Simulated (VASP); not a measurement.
A run of VASP 6.6.1 is set up as follows.

Contents of INCAR:

```
PREC = Accurate ; ENCUT = 520
EDIFF = 1E-6 ; ISMEAR = 0
SIGMA = 0.05 ; LREAL = F
LASPH = T ; NELM = 60
ALGO = Normal ; ISIF = 2
LWAVE = F ; LCHARG = F
LDIPOL = T ; IDIPOL = 3
DIPOL = 0.5 0.5 0.404 ; GGA = PE
IVDW = 12 ; NBANDS = 25
```

KPOINTS

```
Automatic mesh
0
Gamma
  9 9 1
```

POSCAR

```
MgI2
1.0
    4.1311066128      0.0000000000      0.0000000000
   -2.0655533064      3.5776432724      0.0000000000
    0.0000000000      0.0000000000     24.2265084657
I Mg
4 2
Direct
    0.3333333333      0.6666666667      0.1857469477
    0.6666666667      0.3333333333      0.3245723272
    1.1111111111      0.5555555556      0.4826636182
    1.4444444444      0.2222222222      0.6214889978
    0.0000000000      0.0000000000      0.2551596374
    0.7777777778     -0.1111111111      0.5520763080
```

Potentials or basis: VASP PAW PBE potentials, release 64 (I, Mg).

Launch:

```bash
$ cat potpaw_PBE.64/I/POTCAR potpaw_PBE.64/Mg/POTCAR > POTCAR
$ mpirun -np 1 vasp_std > vasp.out
```

(1) Predict the largest force.

(2) Predict the dispersion energy per atom.

(3) Predict the band gap on the k mesh.

## Answers

(1) 0.037 eV/Å.

(2) -0.266 eV.

(3) 3.57 eV, indirect (least direct gap 3.93 eV).

Caveat: spin-orbit coupling is left out, which moves the levels of the heavy elements.
